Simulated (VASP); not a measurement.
# BiTe (Fm-3m) in VASP: notebook, part 2 of 2

VASP 6.6.1.

### Step 3. Single point, PBE (strain -0.015 along x and y, -0.015 along z)

INCAR reads:

```
SYSTEM = BiTe
PREC     = Accurate       ! precision mode
ENCUT    = 520            ! plane-wave cutoff, eV
EDIFF    = 1E-6           ! SCF threshold, eV
ISMEAR   = 0              ! smearing method
SIGMA    = 0.15           ! smearing width, eV
LREAL    = .False.        ! projectors in reciprocal space
LASPH    = .True.         ! aspherical terms in the spheres
NELM     = 60             ! most SCF steps
ALGO     = Normal         ! electronic algorithm
ISIF     = 2              ! what is computed and relaxed
LWAVE    = .False.        ! write WAVECAR
LCHARG   = .True.         ! write CHGCAR
GGA      = PE             ! functional
LELF     = .True.         ! ELF
LVHAR    = .True.       
NBANDS   = 18             ! bands
```

KPOINTS reads:

```
regular mesh
0
Gamma
  16 16 16
  0 0 0
```

POSCAR reads:

```
BiTe
1.0
    0.0000000000      3.2024262485      3.2024262485
    3.2024262485      0.0000000000      3.2024262485
    3.2024262485      3.2024262485      0.0000000000
Bi Te
1 1
Direct
    0.0000000000      0.0000000000      0.0000000000
    0.5000000000      0.5000000000      0.5000000000
```

Potentials or basis: VASP PAW PBE potentials, release 64 (Bi_d, Te).

Launch:

```console
$ cat potpaw_PBE.64/Bi_d/POTCAR potpaw_PBE.64/Te/POTCAR > POTCAR
$ mpirun -np 1 vasp_std > vasp.out
```

Wall time 92 s (1 thread of AMD EPYC 9R45 (Zen 5), shared host); peak memory 0.3 GiB.

It converged, with:

- Free energy: -7.1597 eV
- Pressure: 2.3 GPa
- Band gap on the k mesh: zero (an odd number of electrons rules out a gap without spin polarisation)

Levels at points of the mesh, in eV from the Fermi level:
| k point | band 8 | band 9 | band 10 | band 11 | band 12 | band 13 |
| --- | --- | --- | --- | --- | --- | --- |
| (0.00, 0.00, 0.00) | -2.63 | -2.63 | -2.63 | 2.22 | 2.22 | 2.22 |
| (0.50, 0.00, 0.00) | -1.99 | -1.99 | -1.59 | -0.83 | -0.67 | -0.67 |
| (0.50, 0.50, 0.00) | -5.87 | -4.16 | -4.16 | 2.13 | 3.73 | 3.73 |

Caveat: the cell differs from its parent crystal (strain -0.015 along x and y, -0.015 along z); spin-orbit coupling is left out, which moves the levels of the heavy elements; an odd number of electrons without spin polarisation forces a metal; a magnetic or distorted state may lie lower.

### Step 4. Single point, PBE (strain +0.015 along x and y, +0.015 along z)

INCAR: that of step 3 with these lines changed.

```diff
@@ -8,3 +8,3 @@
 LASPH    = .True.         ! aspherical terms in the spheres
-NELM     = 60             ! most SCF steps
+NELM     = 100            ! most SCF steps
 ALGO     = Normal         ! electronic algorithm
@@ -12,6 +12,4 @@
 LWAVE    = .False.        ! write WAVECAR
-LCHARG   = .True.         ! write CHGCAR
+LCHARG   = .False.        ! write CHGCAR
 GGA      = PE             ! functional
-LELF     = .True.         ! ELF
-LVHAR    = .True.       
 NBANDS   = 18             ! bands
```

KPOINTS reads:

```
Automatic mesh
0
Gamma
  16 16 16
  0 0 0
```

POSCAR reads:

```
BiTe
1.0
    0.0000000000      3.2999620733      3.2999620733
    3.2999620733      0.0000000000      3.2999620733
    3.2999620733      3.2999620733      0.0000000000
Bi Te
1 1
Direct
    0.0000000000      0.0000000000      0.0000000000
    0.5000000000      0.5000000000      0.5000000000
```

Launch:

```console
$ cat potpaw_PBE.64/Bi_d/POTCAR potpaw_PBE.64/Te/POTCAR > POTCAR
$ mpirun -np 1 vasp_std > vasp.out
```

Run time: 99 s. Hardware: 1 thread of AMD EPYC 9R45 (Zen 5), shared host; peak memory 0.31 GiB.

It converged, with:

```
Free energy            : -7.1628 eV
Pressure               : -1.9 GPa
Band gap on the k mesh : zero (an odd number of electrons rules out a gap without spin polarisation)
```

Levels at points of the mesh, in eV from the Fermi level:
| k point | band 8 | band 9 | band 10 | band 11 | band 12 | band 13 |
| --- | --- | --- | --- | --- | --- | --- |
| (0.00, 0.00, 0.00) | -2.39 | -2.39 | -2.39 | 2.03 | 2.03 | 2.03 |
| (0.50, 0.00, 0.00) | -1.80 | -1.80 | -1.60 | -0.79 | -0.54 | -0.54 |
| (0.50, 0.50, 0.00) | -5.26 | -3.74 | -3.74 | 2.46 | 3.31 | 3.31 |

Caveat: the cell differs from its parent crystal (strain +0.015 along x and y, +0.015 along z); spin-orbit coupling is left out, which moves the levels of the heavy elements; an odd number of electrons without spin polarisation forces a metal; a magnetic or distorted state may lie lower.

### Step 5. Single point, PBE (strain +0.030 along x and y, +0.030 along z)

INCAR reads:

```
SYSTEM = BiTe
  ALGO = Normal
  EDIFF = 1E-6
  ENCUT = 520
  GGA = PE
  ISIF = 2
  ISMEAR = 0
  LASPH = .True.
  LCHARG = .False.
  LREAL = .False.
  LWAVE = .False.
  NBANDS = 18
  NELM = 60
  PREC = Accurate
  SIGMA = 0.15
```

KPOINTS reads:

```
k-points
0
Gamma
  16 16 16
  0 0 0
```

POSCAR reads:

```
BiTe
1.0
    0.0000000000      3.3487299857      3.3487299857
    3.3487299857      0.0000000000      3.3487299857
    3.3487299857      3.3487299857      0.0000000000
Bi Te
1 1
Direct
    0.0000000000      0.0000000000      0.0000000000
    0.5000000000      0.5000000000      0.5000000000
```

Potentials or basis: VASP PAW PBE potentials, release 64 (Bi_d, Te).

Launch:

```console
$ cat potpaw_PBE.64/Bi_d/POTCAR potpaw_PBE.64/Te/POTCAR > POTCAR
$ mpirun -np 1 vasp_std > vasp.out
```

OUTCAR:

```text
SYSTEM = BiTe
   EDIFF = 1E-6
   ENCUT = 520
   GGA = PE
   ISIF = 2
   ISMEAR = 0
   LASPH = .True.
   LREAL = .False.
   NELM = 60
   PREC = Accurate

 ion  position               nearest neighbor table
   1  0.000  0.000  0.000-   2 3.35   2 3.35   2 3.35   2 3.35   2 3.35   2 3.35
   2  0.500  0.500  0.500-   1 3.35   1 3.35   1 3.35   1 3.35   1 3.35   1 3.35

  LATTYP: Found a face centered cubic cell.
 ALAT       =     6.6974599714

  Lattice vectors:

 A1 = (   0.0000000000,   3.3487299857,   3.3487299857)
 A2 = (   3.3487299857,   0.0000000000,   3.3487299857)
 A3 = (   3.3487299857,   3.3487299857,   0.0000000000)

Analysis of symmetry for initial positions (statically):
=====================================================================
 Subroutine PRICEL returns:
 Original cell was already a primitive cell.

 Routine SETGRP: Setting up the symmetry group for a
 face centered cubic supercell.

 Subroutine GETGRP returns: Found 48 space group operations
 (whereof 48 operations were pure point group operations)
 out of a pool of 48 trial point group operations.

The static configuration has the point symmetry O_h .

[... 158 lines left out ...]
  energy without entropy =       -7.09006790  energy(sigma->0) =       -7.09974690

 E-fermi :   5.4502     XC(G=0):  -8.9785

 val. band max:        5.4409318850   @ k =   0.5000   0.2500   0.1250
 cond. band min:       5.4508874363   @ k =   0.3125   0.1875   0.0625
 fundamental gap:      0.0099555513
 Fermi energy:         5.4502472354

 k-point     1 :       0.0000    0.0000    0.0000
  band No.  band energies     occupation
      1     -17.6757      2.00000
      2     -17.6757      2.00000
      3     -17.6757      2.00000
      4     -17.6739      2.00000
      5     -17.6739      2.00000
      6      -7.4037      2.00000
[... 481 lines left out ...]
      5     -17.6737      2.00000
      6      -7.3232      2.00000
[... 10 lines left out ...]
     17      11.5413      0.00000
     18      12.4018      0.00000

 [... further k-points ...]

------------------------ aborting loop because EDIFF is reached ----------------------------------------

  FORCE on cell =-STRESS in cart. coord.  units (eV):
  Direction    XX          YY          ZZ          XY          YZ          ZX
  --------------------------------------------------------------------------------------
  -------------------------------------------------------------------------------------
  Total       -1.6053731     -1.6053731     -1.6053731     -0.0000000     -0.0000000      0.0000000
  in kB      -34.2464992    -34.2464992    -34.2464992     -0.0000000     -0.0000000      0.0000000
  external PRESSURE =     -34.2464992 kB  Pullay stress =       0.0000000 kB

 VOLUME and BASIS-vectors are now :
 -----------------------------------------------------------------------------
  energy-cutoff  :      520.00
  volume of cell :       75.11
      direct lattice vectors                 reciprocal lattice vectors
     0.000000000  3.348729986  3.348729986    -0.149310336  0.149310336  0.149310336
     3.348729986  0.000000000  3.348729986     0.149310336 -0.149310336  0.149310336
     3.348729986  3.348729986  0.000000000     0.149310336  0.149310336 -0.149310336

 POSITION                                       TOTAL-FORCE (eV/Angst)
 -----------------------------------------------------------------------------------
      0.00000      0.00000      0.00000         0.000000     -0.000000     -0.000000
      3.34873      3.34873      3.34873        -0.000000      0.000000      0.000000
 -----------------------------------------------------------------------------------
    total drift:                               -0.000000      0.000000      0.000000

  FREE ENERGIE OF THE ION-ELECTRON SYSTEM (eV)
  ---------------------------------------------------
  free  energy   TOTEN  =        -7.1094259103 eV

  energy  without entropy=       -7.0900678963  energy(sigma->0) =       -7.09974690
```

stdout:

```text
POSCAR found type information on POSCAR BiTe
 POSCAR found :  2 types and       2 ions
 scaLAPACK will be used
 LDA part: xc-table for (Slater+PW92), standard interpolation
 POSCAR, INCAR and KPOINTS ok, starting setup
 FFT: planning ... GRIDC
 FFT: planning ... GRID_SOFT
 FFT: planning ... GRID
 WAVECAR not read
 entering main loop
```

Run time: 88 s. Hardware: 1 thread of AMD EPYC 9R45 (Zen 5), shared host; peak memory 0.32 GiB.

Results:

- Free energy: -7.1094 eV
- Pressure: -3.4 GPa
- Band gap on the k mesh: zero (an odd number of electrons rules out a gap without spin polarisation)

Caveat: the cell differs from its parent crystal (strain +0.030 along x and y, +0.030 along z); the cell stands under tension; spin-orbit coupling is left out, which moves the levels of the heavy elements; an odd number of electrons without spin polarisation forces a metal; a magnetic or distorted state may lie lower.

### Step 6. Overview

| cell | gap on the mesh (eV) | pressure (GPa) |
| --- | --- | --- |
| a = 4.460 Å, angles 60.0°, 2 atoms | none | 5.3 |
| a = 4.529 Å, angles 60.0°, 2 atoms | none | 2.3 |
| a = 4.667 Å, angles 60.0°, 2 atoms | none | -1.9 |
| a = 4.736 Å, angles 60.0°, 2 atoms | none | -3.4 |

Alike in all rows: task single point; level PBE; potentials or basis VASP PAW PBE potentials, release 64 (Bi_d, Te); no spin polarisation; k mesh 16 × 16 × 16; cutoff (eV) 520; smearing gaussian 0.15 eV.

Caveats: spin-orbit coupling is left out, which moves the levels of the heavy elements; an odd number of electrons without spin polarisation forces a metal; a magnetic or distorted state may lie lower; the cell stands under pressure (at least some runs); the cell stands under tension (at least some runs).

Absolute energies hang on the potentials; compare differences alone.

The gap in the log of VASP goes by the Fermi energy; the results here count the filled bands.